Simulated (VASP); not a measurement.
Input of a VASP 6.6.1 run:

File INCAR:

```
  PREC = Accurate
  ENCUT = 600
  EDIFF = 1E-6
  ISMEAR = 0
  SIGMA = 0.1
  LREAL = F
  LASPH = T
  NELM = 60
  ALGO = Normal
  ISIF = 3
  LWAVE = F
  LCHARG = F
  GGA = PE
  IBRION = 2
  NSW = 100
  EDIFFG = -0.01
```

The input KPOINTS:

```
Automatic mesh
0
Gamma
  18 18 18
```

POSCAR

```
Si3Ni
1.0
   -1.9047763740      1.9047763740      3.5579567739
    1.9047763740     -1.9047763740      3.5579567739
    1.9047763740      1.9047763740     -3.5579567739
Si Ni
3 1
Direct
    0.5000000000      0.5000000000      0.0000000000
    0.2500000000      0.7500000000      0.5000000000
    0.7500000000      0.2500000000      0.5000000000
    0.0000000000      0.0000000000      0.0000000000
```

Potentials or basis: VASP PAW PBE potentials, release 64 (Si, Ni).

Command:

```bash
$ cat potpaw_PBE.64/Si/POTCAR potpaw_PBE.64/Ni/POTCAR > POTCAR
$ mpirun -np 1 vasp_std > vasp.out
```

Question: Predict the relaxed cell.

Answer: a = 4.448 Å, b = 4.448 Å, c = 4.448 Å, α = 128.93°, β = 128.93°, γ = 75.12°.

Question: Estimate the relaxed volume.

Answer: 12.96 Å³/atom.

Question: Predict the space group after relaxing (to 0.1 Å).

Answer: I4/mmm (No. 139).

Step by step:
| step | energy change (eV) | largest force (eV/Å) | pressure (GPa) | volume (Å³) |
| --- | --- | --- | --- | --- |
| 1 | 0.0000 | 0.0000 | 0.46 | 51.64 |
| 2 | -0.0028 | 0.0000 | -0.18 | 51.91 |
| 3 | -0.0032 | 0.0000 | -0.48 | 52.05 |
| 4 | -0.0037 | 0.0000 | 0.13 | 51.80 |
| 5 | -0.0037 | 0.0000 | 0.03 | 51.84 |

Spin polarisation is off, so any magnetic state and its effect on volume and gap are missing.
